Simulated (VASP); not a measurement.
# Be2P (P-6m2) in VASP: further runs

Be2P is run at these levels: PBE; tasks: single point.

Program: VASP 6.6.1. These are calculated values, not measurements. Logs are shortened: lines on timing, memory, paths and dates and some standing lists are left out, and cuts for length are marked.

## (1) The cell of the first run

It takes space group P-6m2 (No. 187, hexagonal). Conventional cell: a = 3.082 Å, b = 3.082 Å, c = 4.777 Å, α = 90.00°, β = 90.00°, γ = 120.00°. Be (site symmetry 3m) has 3 P at 2.14 Å and 2 Be at 2.39 Å within 2.8 Å. P (site symmetry -6m2) has 6 Be at 2.14 Å within 2.8 Å.

## (2) Single point, PBE (atoms taken out)

The input, INCAR:

```
SYSTEM = Be2P
ALGO     = Normal         ! electronic algorithm
EDIFF    = 1E-6           ! SCF threshold, eV
ENCUT    = 520            ! plane-wave cutoff, eV
GGA      = PE             ! functional
ISIF     = 2              ! what is computed and relaxed
ISMEAR   = 0              ! smearing method
LASPH    = .TRUE.         ! aspherical terms in the spheres
LCHARG   = .FALSE.        ! write CHGCAR
LREAL    = .FALSE.        ! projectors in reciprocal space
LWAVE    = .FALSE.        ! write WAVECAR
NBANDS   = 12             ! bands
NELM     = 60             ! most SCF steps
PREC     = Accurate       ! precision mode
SIGMA    = 0.1            ! smearing width, eV
```

The input, KPOINTS:

```
k-points
0
G
  6 6 4
  0 0 0
```

The input, POSCAR:

```
Be2P
1.0
    3.0820143900      0.0000000000      0.0000000000
   -1.5410071900      2.6691027600      0.0000000000
    0.0000000000      0.0000000000      4.7771223000
Be P
2 1
Direct
    0.0000000000      0.0000000000      0.7500000000
    0.0000000000      0.0000000000      0.2500000000
    0.3333333300      0.6666666700      0.0000000000
```

Potentials or basis: VASP PAW PBE potentials, release 64 (Be, P).

Run with:

```
$ cat potpaw_PBE.64/Be/POTCAR potpaw_PBE.64/P/POTCAR > POTCAR
$ mpirun -np 1 vasp_std > vasp.out
```

OUTCAR:

```text
SYSTEM = Be2P
   EDIFF = 1E-6
   ENCUT = 520
   GGA = PE
   ISIF = 2
   ISMEAR = 0
   LASPH = .TRUE.
   LREAL = .FALSE.
   NELM = 60
   PREC = Accurate

 ion  position               nearest neighbor table
   1  0.000  0.000  0.750-   3 2.14   3 2.14   3 2.14
   2  0.000  0.000  0.250-   3 2.14   3 2.14   3 2.14
   3  0.333  0.667  0.000-   1 2.14   2 2.14   1 2.14   2 2.14   1 2.14   2 2.14

  LATTYP: Found a hexagonal cell.
 ALAT       =     3.0820143900
 C/A-ratio  =     1.5499999985

  Lattice vectors:

 A1 = (   3.0820143900,   0.0000000000,   0.0000000000)
 A2 = (  -1.5410071900,   2.6691027600,   0.0000000000)
 A3 = (   0.0000000000,   0.0000000000,   4.7771223000)

Analysis of symmetry for initial positions (statically):
=====================================================================
 Subroutine PRICEL returns:
 Original cell was already a primitive cell.

 Routine SETGRP: Setting up the symmetry group for a
 hexagonal supercell.

 Subroutine GETGRP returns: Found 12 space group operations
 (whereof 12 operations were pure point group operations)
 out of a pool of 24 trial point group operations.

The static configuration has the point symmetry D_3h.

Analysis of symmetry for dynamics (positions and initial velocities):
=====================================================================
 Subroutine PRICEL returns:
 Original cell was already a primitive cell.

 Routine SETGRP: Setting up the symmetry group for a
 hexagonal supercell.

 Subroutine GETGRP returns: Found 12 space group operations
 (whereof 12 operations were pure point group operations)
 out of a pool of 24 trial point group operations.

The dynamic configuration has the point symmetry D_3h.

 Subroutine INISYM returns: Found 12 space group operations
 (whereof 12 operations are pure point group operations),
 and found     1 'primitive' translations

----------------------------------------------------------------------------------------

                                     Primitive cell

  volume of cell :      39.2976

  direct lattice vectors                    reciprocal lattice vectors
     3.082014390  0.000000000  0.000000000     0.324463118  0.187328868  0.000000000
    -1.541007190  2.669102760  0.000000000     0.000000000  0.374657737  0.000000000
     0.000000000  0.000000000  4.777122300     0.000000000  0.000000000  0.209331044

  length of vectors
     3.082014390  3.082014390  4.777122300     0.374657737  0.374657737  0.209331044

  position of ions in fractional coordinates (direct lattice)
     0.000000000  0.000000000  0.750000000
     0.000000000  0.000000000  0.250000000
     0.333333330  0.666666670  0.000000000

  ion indices of the primitive-cell ions
   primitive index   ion index
                 1           1
                 2           2
                 3           3

----------------------------------------------------------------------------------------

 KPOINTS: k-points

Automatic generation of k-mesh.
 Grid dimensions read from file:
 generate k-points for:    6    6    4

 Generating k-lattice:

  Cartesian coordinates                     Fractional coordinates (reciprocal lattice)
     0.054077186  0.031221478  0.000000000     0.166666667  0.000000000  0.000000000
     0.000000000  0.062442956  0.000000000     0.000000000  0.166666667  0.000000000
     0.000000000  0.000000000  0.052332761     0.000000000  0.000000000  0.250000000

  Length of vectors
     0.062442956  0.062442956  0.052332761

  Shift w.r.t. Gamma in fractional coordinates (k-lattice)
     0.000000000  0.000000000  0.000000000

 Subroutine IBZKPT returns following result:
 ===========================================

 Found     21 irreducible k-points:

 Following reciprocal coordinates:
            Coordinates               Weight
  0.000000  0.000000  0.000000      1.000000
  0.166667 -0.000000  0.000000      6.000000
  0.333333 -0.000000  0.000000      6.000000
  0.500000  0.000000  0.000000      3.000000
  0.166667  0.166667  0.000000      6.000000
  0.333333  0.166667  0.000000     12.000000
[... 13 lines left out ...]
  0.333333  0.166667  0.500000     12.000000
  0.333333  0.333333  0.500000      2.000000
   k-points           NKPTS =     21   k-points in BZ     NKDIM =     21   number of bands    NBANDS=     12
   number of dos      NEDOS =    301   number of ions     NIONS =      3
   total plane-waves  NPLWV =  20736
   dimension x,y,z NGX =    24 NGY =   24 NGZ =   36
   dimension x,y,z NGXF=    48 NGYF=   48 NGZF=   72
   ions per type =               2   1
   NGX,Y,Z   is equivalent  to a cutoff of  12.95, 12.95, 12.53 a.u.
   NGXF,Y,Z  is equivalent  to a cutoff of  25.89, 25.89, 25.06 a.u.
 SYSTEM =  Be2P
   PREC   = accura    normal or accurate (medium, high low for compatibility)
   ISTART =      0    job   : 0-new  1-cont  2-samecut
   ICHARG =      2    charge: 1-file 2-atom 10-const
   ISPIN  =      1    spin polarized calculation?
   LNONCOLLINEAR =      F non collinear calculations
   LSORBIT =      F    spin-orbit coupling
   LASPH  =      T    aspherical Exc in radial PAW
   ENCUT  =  520.0 eV  38.22 Ry    6.18 a.u.   5.73  5.73  8.88*2*pi/ulx,y,z
   NELM   =     60;   NELMIN=  2; NELMDL= -5     # of ELM steps
   EDIFF  = 0.1E-05   stopping-criterion for ELM
   LREAL  =      F    real-space projection
[... 7 lines left out ...]
   TEBEG  =    0.0;   TEEND  =   0.0 temperature during run
   PSTRESS=    0.0 pullay stress
   NELECT =       9.0000    total number of electrons
   NUPDOWN=      -1.0000    fix difference up-down
   EMIN   =  10.00;   EMAX   =-10.00  energy-range for DOS
   EFERMI =   0.00;   METHOD = LEGACY
   ISMEAR =     0;   SIGMA  =   0.10  broadening in eV -4-tet -1-fermi 0-gaus
   EFERMI_NEDOS =   21; number of points for ismear=-14 and -15
   IALGO  =     38    algorithm
   IMIX   =      4    mixing-type and parameters
     AMIX     =   0.40;   BMIX     =  1.00
     AMIX_MAG =   1.60;   BMIX_MAG =  1.00
  volume/ion in A,a.u.               =      13.10        88.40
  Fermi-wavevector in a.u.,A,eV,Ry     =   1.001614  1.892775 13.649771  1.003230
  Thomas-Fermi vector in A             =   2.134047
   LORBIT       =      0    0 simple, 1 ext, 2 COOP (PROOUT), +10 PAW based schemes
   GGA     = PE    functional components
   LHFCALC =     F    Hartree Fock is set to
   AEXX    =    0.0000 exact exchange contribution
   IVDW    =     0    specifies the selected vdW correction
   LEPSILON=     F    determine dielectric tensor
   LRPA    =     F    only Hartree local field effects (RPA)
 non-spin polarized calculation
 Gauss-broadening in eV      SIGMA  =   0.10
  energy-cutoff  :      520.00
  volume of cell :       39.30
 maximum number of plane-waves:      1085
 NGX is ok and might be reduce to    24
   NGX = 11   NGY = 11   NGZ = 17

 number of electron       8.9999999 magnetization

 Free energy of the ion-electron system (eV)
  ---------------------------------------------------
  ext. energy  EPLUGINS =         0.00000000
  ---------------------------------------------------
  free energy    TOTEN  =       -11.53297389 eV

  energy without entropy =      -11.51834436  energy(sigma->0) =      -11.52565913

 E-fermi :   5.0065     XC(G=0):  -9.7379

 val. band max:        4.9745723433   @ k =   0.3333   0.1667   0.2500
 cond. band min:       5.0066355719   @ k =   0.3333   0.3333   0.5000
 fundamental gap:      0.0320632286
 Fermi energy:         5.0064902181

 k-point     1 :       0.0000    0.0000    0.0000
  band No.  band energies     occupation
      1      -8.6205      2.00000
      2      -0.1083      2.00000
      3       1.5801      2.00000
      4       6.4488      0.00000
      5       6.4488      0.00000
      6      11.1143      0.00000
      7      11.1143      0.00000
      8      12.5781      0.00000
      9      13.4515      0.00000
     10      13.4515      0.00000
     11      14.9234      0.00000
     12      17.6532      0.00000

 k-point     2 :       0.1667   -0.0000    0.0000
  band No.  band energies     occupation
      1      -8.1370      2.00000
      2       0.2608      2.00000
      3       2.0351      2.00000
      4       3.8122      2.00000
      5       5.4164      0.00000
      6      10.3776      0.00000
      7      11.5402      0.00000
      8      12.5193      0.00000
      9      12.8733      0.00000
     10      14.1586      0.00000
     11      15.1805      0.00000
     12      15.3980      0.00000

 k-point     3 :       0.3333   -0.0000    0.0000
  band No.  band energies     occupation
      1      -6.7583      2.00000
      2      -0.1320      2.00000
      3       1.2545      2.00000
      4       3.6048      2.00000
      5       4.1771      2.00000
      6       8.3682      0.00000
      7       9.0850      0.00000
      8      10.6556      0.00000
      9      11.3064      0.00000
     10      14.9241      0.00000
     11      15.9878      0.00000
     12      17.6242      0.00000
[... 241 lines left out ...]
 k-point    20 :       0.3333    0.1667    0.5000
  band No.  band energies     occupation
      1      -5.4623      2.00000
      2      -1.2779      2.00000
      3       0.8785      2.00000
      4       1.8637      2.00000
      5       4.6553      2.00000
      6       7.2476      0.00000
      7      10.3486      0.00000
      8      11.4104      0.00000
      9      12.8699      0.00000
     10      13.9597      0.00000
     11      15.1107      0.00000
     12      16.9220      0.00000

 k-point    21 :       0.3333    0.3333    0.5000
  band No.  band energies     occupation
      1      -4.5454      2.00000
      2      -1.3857      2.00000
      3      -0.2217      2.00000
      4       1.7087      2.00000
      5       5.0066      0.99836
      6       5.0640      0.41607
      7      11.2645      0.00000
      8      13.6320      0.00000
      9      13.8413      0.00000
     10      14.3476      0.00000
     11      15.2821      0.00000
     12      16.4886      0.00000

------------------------ aborting loop because EDIFF is reached ----------------------------------------

  FORCE on cell =-STRESS in cart. coord.  units (eV):
  Direction    XX          YY          ZZ          XY          YZ          ZX
  --------------------------------------------------------------------------------------
  -------------------------------------------------------------------------------------
  Total        3.0100899      3.0100899     -1.5385024      0.0000000      0.0000000      0.0000000
  in kB      122.7223697    122.7223700    -62.7252553      0.0000002      0.0000000      0.0000000
  external PRESSURE =      60.9064948 kB  Pullay stress =       0.0000000 kB

 VOLUME and BASIS-vectors are now :
 -----------------------------------------------------------------------------
  energy-cutoff  :      520.00
  volume of cell :       39.30
      direct lattice vectors                 reciprocal lattice vectors
     3.082014390  0.000000000  0.000000000     0.324463118  0.187328868  0.000000000
    -1.541007190  2.669102760  0.000000000     0.000000000  0.374657737  0.000000000
     0.000000000  0.000000000  4.777122300     0.000000000  0.000000000  0.209331044

 POSITION                                       TOTAL-FORCE (eV/Angst)
 -----------------------------------------------------------------------------------
      0.00000      0.00000      3.58284        -0.000000     -0.000000     -0.275261
      0.00000      0.00000      1.19428        -0.000000      0.000000      0.275261
     -0.00000      1.77940      0.00000         0.000000     -0.000000      0.000000
 -----------------------------------------------------------------------------------
    total drift:                                0.000003     -0.000002      0.000000

  FREE ENERGIE OF THE ION-ELECTRON SYSTEM (eV)
  ---------------------------------------------------
  free  energy   TOTEN  =       -11.5329738896 eV

  energy  without entropy=      -11.5183443623  energy(sigma->0) =      -11.52565913
```

Run time: 4.4 s. Hardware: 1 thread of Intel Xeon 6975P-C (Granite Rapids), shared host; peak memory 0.14 GiB.

Results:

- Free energy: -11.5330 eV
- Pressure: 6.1 GPa
- Largest force: 0.275 eV/Å
- Band gap on the k mesh: zero (an odd number of electrons rules out a gap without spin polarisation)

Forces in eV/Å, atoms in the order of the input:
```
Be   0.000  0.000 -0.275
Be   0.000  0.000  0.275
P    0.000  0.000  0.000
```

Levels at points of the mesh, in eV from the Fermi level:
| k point | band 1 | band 2 | band 3 | band 4 | band 5 | band 6 | band 7 | band 8 |
| --- | --- | --- | --- | --- | --- | --- | --- | --- |
| (0.00, 0.00, 0.00) | -13.63 | -5.11 | -3.43 | 1.44 | 1.44 | 6.11 | 6.11 | 7.57 |
| (0.50, 0.00, 0.00) | -10.39 | -7.39 | -2.96 | -1.28 | 0.11 | 1.74 | 2.60 | 4.27 |
| (0.00, 0.00, 0.50) | -13.51 | -6.88 | 0.81 | 1.56 | 1.56 | 3.57 | 6.46 | 6.46 |
| (0.50, 0.00, 0.50) | -10.27 | -7.27 | -3.97 | -1.18 | -1.12 | 3.65 | 4.30 | 4.60 |

Caveat: the k points lie up to 0.39 Å⁻¹ apart, too coarse for converged energies and pressures of a metal; the cell differs from its parent crystal (atoms taken out).

## (3) Single point, PBE (atoms taken out)

The input, INCAR:

```
PREC = Accurate
ENCUT = 520
EDIFF = 1E-7
ISMEAR = 0
SIGMA = 0.1
LREAL = F
LASPH = T
NELM = 60
ALGO = Normal
ISIF = 2
LWAVE = F
LCHARG = F
GGA = PE
NBANDS = 12
```

The input, KPOINTS:

```
Automatic mesh
0
Gamma
  6 6 4
```

The input, POSCAR:

```
Be2P
1.0
    3.4073922228     -0.0000000032      0.0000000000
   -1.7036961087      2.9508882272      0.0000000000
    0.0000000000      0.0000000000      4.1801487316
Be P
2 1
Direct
    0.0000000000      0.0000000000      0.7629099653
    0.0000000000      0.0000000000      0.2370900347
    0.3333333333      0.6666666667      0.0000000000
```

Potentials or basis: VASP PAW PBE potentials, release 64 (Be, P).

Run with:

```
$ cat potpaw_PBE.64/Be/POTCAR potpaw_PBE.64/P/POTCAR > POTCAR
$ mpirun -np 1 vasp_std > vasp.out
```

Run time: 7.7 s. Hardware: 1 thread of Intel Xeon 6975P-C (Granite Rapids), shared host; peak memory 0.15 GiB.

The run converged. Its results:

```yaml
Free_energy: -12.1998 eV
Pressure: 0.2 GPa
Largest_force: 0.008 eV/Å
Band_gap_on_the_k_mesh: zero (an odd number of electrons rules out a gap without spin polarisation)
```

Forces in eV/Å, atoms in the order of the input:
```
Be   0.000  0.000 -0.008
Be   0.000  0.000  0.008
P    0.000  0.000  0.000
```

Stress tensor (GPa, compression positive):
```
0.27 0.00 0.00
0.00 0.27 0.00
0.00 0.00 0.16
```

Levels at points of the mesh, in eV from the Fermi level:
```tsv
k point	band 2	band 3	band 4	band 5	band 6	band 7	band 8	band 9
(0.00, 0.00, 0.00)	-2.66	-2.11	-0.18	-0.18	4.64	4.68	4.68	8.50
(0.50, 0.00, 0.00)	-6.64	-2.17	-1.35	0.01	2.48	3.89	4.94	6.60
(0.00, 0.00, 0.50)	-5.84	0.11	0.11	3.52	4.17	5.33	5.33	6.21
(0.50, 0.00, 0.50)	-6.33	-3.34	-1.80	-1.28	3.00	4.16	5.62	10.71
```

Caveat: the k points lie up to 0.38 Å⁻¹ apart, too coarse for converged energies and pressures of a metal; the cell differs from its parent crystal (atoms taken out).

The gap in the log of VASP goes by the Fermi energy; the results here count the filled bands.